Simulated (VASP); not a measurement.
Write the native input for VASP 6.6.1 that does the following.

```
Task                   : single point
Functional             : PBEsol
Potentials or basis    : VASP PAW PBE potentials, release 64 (Pb_d)
Cutoff                 : 520 eV
k mesh                 : 9 × 9 × 9
Occupations            : fermi-dirac, width 0.05 eV
Spin                   : no spin polarisation
Dipole correction      : no
Further INCAR settings : ALGO = Fast; EDIFF = 1e-06; NBANDS = 13
```

The structure of Pb lies in POSCAR:

```
Pb
1.0
    0.0000000000      2.4344025023      2.4344025023
    2.4344025023      0.0000000000      2.4344025023
    2.4344025023      2.4344025023      0.0000000000
Pb
1
Direct
    0.0000000000      0.0000000000      0.0000000000
```

These files were run (other wordings do the same):

INCAR

```
SYSTEM = Pb
  ALGO = Fast
  EDIFF = 1E-6
  ENCUT = 520
  GGA = PS
  ISIF = 2
  ISMEAR = -1
  LASPH = .TRUE.
  LCHARG = .TRUE.
  LELF = .TRUE.
  LREAL = .FALSE.
  LVHAR = .TRUE.
  LWAVE = .FALSE.
  NBANDS = 13
  NELM = 80
  PREC = Accurate
  SIGMA = 0.05
```

KPOINTS

```
k-points
0
G
  9 9 9
  0 0 0
```

Potentials or basis: VASP PAW PBE potentials, release 64 (Pb_d).

The run is started by

```bash
$ cat potpaw_PBE.64/Pb_d/POTCAR > POTCAR
$ mpirun -np 1 vasp_std > vasp.out
```

It gave:

* Pressure: 2.0 GPa
* Band gap on the k mesh: zero (band 7 reaches 15.48 eV, above the bottom of band 8 at 6.01 eV)

Caveat: the PAW data sets were made with another functional, which shifts forces and pressure a little; spin-orbit coupling is left out, which moves the levels of the heavy elements.

It took 25 s on 1 thread of Intel(R) Xeon(R) Platinum 8375C CPU @ 2.90GHz (Ice Lake), on a shared host, peak memory 0.15 GiB.
